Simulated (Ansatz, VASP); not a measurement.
LuBeBr: VASP beside Ansatz

```xyz
6
Lattice="3.7837 0.0000 0.0000 0.0000 3.7837 0.0000 0.0000 0.0000 8.3963" Properties=species:S:1:pos:R:3 pbc="T T T"
Lu    2.8378    2.8378    3.0835
Lu    0.9459    0.9459    5.3129
Br    0.9459    0.9459    1.4425
Br    2.8378    2.8378    6.9538
Be    2.8378    0.9459    4.1982
Be    0.9459    2.8378    4.1982
```

Alike in both runs: task single point; functional PBE; k mesh 7 × 7 × 3; occupations gaussian, width 0.0108 eV; no spin polarisation.

|  | VASP | Ansatz |
| --- | --- | --- |
| version | VASP 6.6.1 | Ansatz 0.2.0 |
| potentials or method | VASP PAW PBE potentials, release 64 (Lu, Br, Be), cutoff 520 eV | PAW plane waves |
| valence electrons in the cell | 68 | 68 |

```csv
,VASP,Ansatz,Ansatz less VASP
pressure (GPa),22.1,21.8,-0.31
"traceless stress, the component that is largest in VASP (GPa)",3.44,3.49,+0.046
rms of the force components (eV/Å),2.773,2.748,-0.0253
```

Atom by atom the forces differ by 0.025 eV/Å (rms over components). The functional is the same, so the differences come from potentials, cutoffs and numerics.

Neither program's run includes spin-orbit coupling.
